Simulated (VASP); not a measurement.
SiC (Moissanite):

```
CELL_PARAMETERS angstrom
3.07600 0.00000 0.00000
-1.53800 2.66389 0.00000
0.00000 0.00000 5.04800
ATOMIC_POSITIONS crystal
Si 0.33333 0.66667 0.00000
Si 0.66667 0.33333 0.50000
C 0.33333 0.66667 0.38500
C 0.66667 0.33333 0.88500
```

- Program: VASP 6.6.1
- Task: relaxation of cell and atoms
- Functional: PBE
- Potentials or basis: VASP PAW PBE potentials, release 64 (Si, C)
- Cutoff: 600 eV
- k mesh: 8 × 8 × 5
- Occupations: gaussian, width 0.01 eV
- Spin: no spin polarisation

At the start: pressure 3.5 GPa; volume 10.34 Å³/atom.

How do energy, volume and symmetry change on relaxing?

Over 7 steps the energy falls by 10.5 meV/atom and the volume is 10.49 Å³/atom (+1.5 %); space group P6_3mc (No. 186, to 0.05 Å).

The path:
```tsv
step	energy change (eV)	largest force (eV/Å)	pressure (GPa)	volume (Å³)
1	0.0000	0.7519	3.50	41.36
2	-0.0031	0.6270	-3.42	42.73
3	-0.0391	0.0841	-0.44	42.06
4	-0.0421	0.0243	0.06	41.97
5	-0.0422	0.0121	0.00	41.98
6	-0.0422	0.0113	0.00	41.98
7	-0.0422	0.0004	0.00	41.98
```

Final structure:
```
Si C
1.0
     3.09112    0.00000    0.00000
    -1.54556    2.67699    0.00000
     0.00000    0.00000    5.07283
Si C
2 2
Direct
  0.33333 0.66667 0.00458
  0.66667 0.33333 0.50458
  0.33333 0.66667 0.38042
  0.66667 0.33333 0.88042
```
